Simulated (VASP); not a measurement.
A run of VASP 6.6.1 is set up as follows.

Contents of INCAR:

```
ALGO = Normal
EDIFF = 1E-6
EDIFFG = -0.04
ENCUT = 600
GGA = PE
IBRION = 2
ISIF = 3
ISMEAR = 0
LASPH = True
LCHARG = False
LREAL = False
LWAVE = False
NELM = 100
NSW = 90
PREC = Accurate
SIGMA = 0.1
```

File KPOINTS:

```
k-points
0
Gamma
  3 3 4
```

The input POSCAR:

```
Zr3NbTe2
1.0
    5.9986267300      0.0000000000      0.0000000000
   -2.9993133700      5.1949631400      0.0000000000
    0.0000000000      0.0000000000      4.4304753900
Zr Nb Te
3 1 2
Direct
    0.0000000000      0.5000000000      0.9950230700
    0.5000000000      0.0000000000      0.9950230700
    0.5000000000      0.5000000000      0.9950230700
    0.0000000000      0.0000000000      0.1926302600
    0.6666666700      0.3333333300      0.4961477200
    0.3333333300      0.6666666700      0.4961477200
```

Potentials or basis: VASP PAW PBE potentials, release 64 (Zr_sv, Nb_sv, Te).

The run is started by

```bash
$ cat potpaw_PBE.64/Zr_sv/POTCAR potpaw_PBE.64/Nb_sv/POTCAR potpaw_PBE.64/Te/POTCAR > POTCAR
$ mpirun -np 1 vasp_std > vasp.out
```

Problem. Estimate the space group after relaxing (to 0.1 Å).

Solution. P6mm (No. 183).

Problem. What does it give for the relaxed volume?

Solution. 25.69 Å³/atom.

Problem. Estimate the relaxed cell.

Solution. a = 6.126 Å, b = 6.126 Å, c = 4.743 Å, α = 90.00°, β = 90.00°, γ = 120.00°.

Final structure:
```
Zr Nb Te
1.0
     6.12569    0.00000    0.00000
    -3.06285    5.30501    0.00000
     0.00000    0.00000    4.74281
Zr Nb Te
3 1 2
Direct
  0.00000 0.50000 0.00374
  0.50000 0.00000 0.00374
  0.50000 0.50000 0.00374
  0.00000 0.00000 0.16464
  0.66667 0.33333 0.49707
  0.33333 0.66667 0.49707
```

Caveat: the k points lie up to 0.39 Å⁻¹ apart in the final cell, too coarse for converged energies and pressures of a metal.
